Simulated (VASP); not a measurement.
Wanted: the native input for a VASP 6.6.1 run.

* Task: single point
* Functional: PBE
* Dispersion: D3(BJ)
* Potentials or basis: VASP PAW PBE potentials, release 64 (Mo_sv, S)
* Cutoff: 520 eV
* k mesh: 12 × 12 × 4
* Occupations: gaussian, width 0.05 eV
* Spin: no spin polarisation
* Dipole correction: no
* Further INCAR settings: ALGO = Normal; EDIFF = 1e-06; NBANDS = 35

The structure of MoS2 lies in POSCAR:

```
MoS2
1.0
    3.2123000000      0.0000000000      0.0000000000
   -1.6061500000      2.7819334046      0.0000000000
    0.0000000000      0.0000000000     12.3135000000
Mo S
2 4
Direct
    0.6666666667      0.3333333333      0.2501439769
    0.3333333333      0.6666666667      0.7498560231
    0.3333333333      0.6666666667      0.3795985159
    0.6666666667      0.3333333333      0.8793132861
    0.3333333333      0.6666666667      0.1206867139
    0.6666666667      0.3333333333      0.6204014841
```

The input as run:

INCAR

```
PREC     = Accurate       # precision mode
ENCUT    = 520            # plane-wave cutoff, eV
EDIFF    = 1E-6           # SCF threshold, eV
ISMEAR   = 0              # smearing method
SIGMA    = 0.05           # smearing width, eV
LREAL    = F              # projectors in reciprocal space
LASPH    = T              # aspherical terms in the spheres
NELM     = 100            # most SCF steps
ALGO     = Normal         # electronic algorithm
ISIF     = 2              # what is computed and relaxed
LWAVE    = F              # write WAVECAR
LCHARG   = F              # write CHGCAR
GGA      = PE             # functional
IVDW     = 12             # dispersion correction
NBANDS   = 35             # bands
```

KPOINTS

```
regular mesh
0
Gamma
  12 12 4
```

Potentials or basis: VASP PAW PBE potentials, release 64 (Mo_sv, S).

Run with:

```console
$ cat potpaw_PBE.64/Mo_sv/POTCAR potpaw_PBE.64/S/POTCAR > POTCAR
$ mpirun -np 1 vasp_std > vasp.out
```

Results of the run:

The pressure is -8.0 GPa and the largest force is 0.838 eV/Å. The band gap on the k mesh is 0.85 eV (least direct gap 1.57 eV) and the dispersion energy per atom is -0.412 eV.

Caveat: the cell stands under tension.

Run time: 120 s on 1 thread of Intel(R) Xeon(R) 6975P-C (Granite Rapids), on a shared host, peak memory 0.36 GiB.
